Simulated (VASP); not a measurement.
Lu, 1 atom in the cell. It takes space group Fm-3m (No. 225, cubic). The conventional cell has a = 4.882 Å, b = 4.882 Å, c = 4.882 Å, α = 90.00°, β = 90.00°, γ = 90.00°. Within 4.5 Å of Lu (site symmetry m-3m) lie 12 Lu at 3.45 Å. 

| Quantity | Value |
| --- | --- |
| Program | VASP 6.6.1 |
| Task | single point |
| Functional | PBE |
| Potentials or basis | VASP PAW PBE potentials, release 64 (Lu) |
| Cutoff | 520 eV |
| k mesh | 15 × 15 × 15 |
| Occupations | fermi-dirac, width 0.1 eV |
| Spin | no spin polarisation |
| Dipole correction | no |
| Further INCAR settings | ALGO = Normal; EDIFF = 1e-06; NBANDS = 18 |

Potentials or basis: VASP PAW PBE potentials, release 64 (Lu).

The run is started by

```console
$ cat potpaw_PBE.64/Lu/POTCAR > POTCAR
$ mpirun -np 1 vasp_std > vasp.out
```

Hardware: 1 thread of AMD EPYC 7R13 Processor (Zen 3), on a shared host.

Problem. Estimate the wall time of this run.

Solution. It took 91 s on 1 thread of AMD EPYC 7R13 Processor (Zen 3), on a shared host, peak memory 0.18 GiB. Counts: scf iterations 11, k points 120.
